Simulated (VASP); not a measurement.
Set up this calculation in VASP 6.6.1, as the native input.

| Item | Value |
| --- | --- |
| Task | single point |
| Functional | PBE |
| Potentials or basis | VASP PAW PBE potentials, release 64 (Hf_pv, N) |
| Cutoff | 600 eV |
| k mesh | 16 × 16 × 16 |
| Occupations | fermi-dirac, width 0.15 eV |
| Spin | no spin polarisation |
| Dipole correction | no |
| Further INCAR settings | ALGO = Normal; EDIFF = 1e-06; NBANDS = 14 |

The structure of HfN lies in POSCAR:

```
HfN
1.0
    0.0000000000      2.2247336095      2.2247336095
    2.2247336095      0.0000000000      2.2247336095
    2.2247336095      2.2247336095      0.0000000000
Hf N
1 1
Direct
    0.0000000000      0.0000000000      0.0000000000
    0.5000000000      0.5000000000      0.5000000000
```

These files were run (other wordings do the same):

INCAR

```
PREC = Accurate
ENCUT = 600
EDIFF = 1E-6
ISMEAR = -1
SIGMA = 0.15
LREAL = False
LASPH = True
NELM = 120
ALGO = Normal
ISIF = 2
LWAVE = False
LCHARG = False
GGA = PE
NBANDS = 14
GGA_COMPAT = False
```

KPOINTS

```
regular mesh
0
Gamma
  16 16 16
```

Potentials or basis: VASP PAW PBE potentials, release 64 (Hf_pv, N).

Run with:

```sh
$ cat potpaw_PBE.64/Hf_pv/POTCAR potpaw_PBE.64/N/POTCAR > POTCAR
$ mpirun -np 1 vasp_std > vasp.out
```

Results of the run:

```yaml
Pressure: 17.4 GPa
Band_gap_on_the_k_mesh: zero (an odd number of electrons rules out a gap without spin polarisation)
```

Caveat: the cell stands under pressure; spin-orbit coupling is left out, which moves the levels of the heavy elements; an odd number of electrons without spin polarisation forces a metal; a magnetic or distorted state may lie lower.

Wall time 48 s on 1 thread of Intel Xeon 8259CL, with other jobs on the host, peak memory 0.21 GiB.
